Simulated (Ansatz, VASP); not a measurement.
# One calculation of SnO, two programs

File INCAR:

```
ALGO = Normal ; EDIFF = 1E-6
ENCUT = 520 ; GGA = PS
ISIF = 2 ; ISMEAR = 0
LASPH = T ; LCHARG = F
LREAL = F ; LWAVE = F
NBANDS = 28 ; NELM = 60
PREC = Accurate ; SIGMA = 0.01
```

Contents of KPOINTS:

```
k-points
0
Gamma
  5 3 4
```

File POSCAR:

```
SnO
1.0
    3.3550000000      0.0000000000      0.0000000000
    0.0000000000      5.6741000000      0.0000000000
    0.0000000000      0.0000000000      4.2219700000
Sn O
2 2
Direct
    0.0000000000      0.2319100000      0.5131400000
    0.5000000000      0.7680900000      0.0131400000
    0.0000000000      0.8912500000      0.7368600000
    0.5000000000      0.1087500000      0.2368600000
```

Input for Ansatz:

```yaml
crystal:
  lattice:
    - [3.355, 0.0, 0.0]
    - [0.0, 5.6741, 0.0]
    - [0.0, 0.0, 4.22197]
  atoms:
    - { symbol: Sn, position: [0.0, 0.23191, 0.51314] }
    - { symbol: Sn, position: [0.5, 0.76809, 0.01314] }
    - { symbol: O, position: [0.0, 0.89125, 0.73686] }
    - { symbol: O, position: [0.5, 0.10875, 0.23686] }
basis:
  ecutwfc: 470.0
kpoints:
  mp_grid:
    grid: [5, 3, 4]
  band_path:
    path:
      - [0.0, 0.0, 0.0]
      - [0.5, 0.0, 0.0]
      - [0.5, 0.5, 0.0]
      - [0.0, 0.5, 0.0]
      - [0.0, 0.0, 0.5]
      - [0.5, 0.0, 0.5]
    npoints: 1
hamiltonian:
  xc: pbesol
scf:
  occupations:
    method: fixed
output:
  fatbands: true
```

Alike in both runs: task single point; functional PBEsol; k mesh 5 × 3 × 4; no spin polarisation.

|  | VASP | Ansatz |
| --- | --- | --- |
| version | VASP 6.6.1 | Ansatz 0.2.0 |
| potentials or method | VASP PAW PBE potentials, release 64 (Sn_d, O), cutoff 520 eV | plane waves, PAW |
| occupations | gaussian, width 0.01 eV | fixed |
| valence electrons in the cell | 40 | 40 |

VASP gave:

- gap on the k mesh at the Fermi level (eV): 1.54

Estimate Ansatz's values.

gap on the k mesh at the Fermi level (eV): 1.55.

VASP's potentials were made for PBE, not for PBEsol.
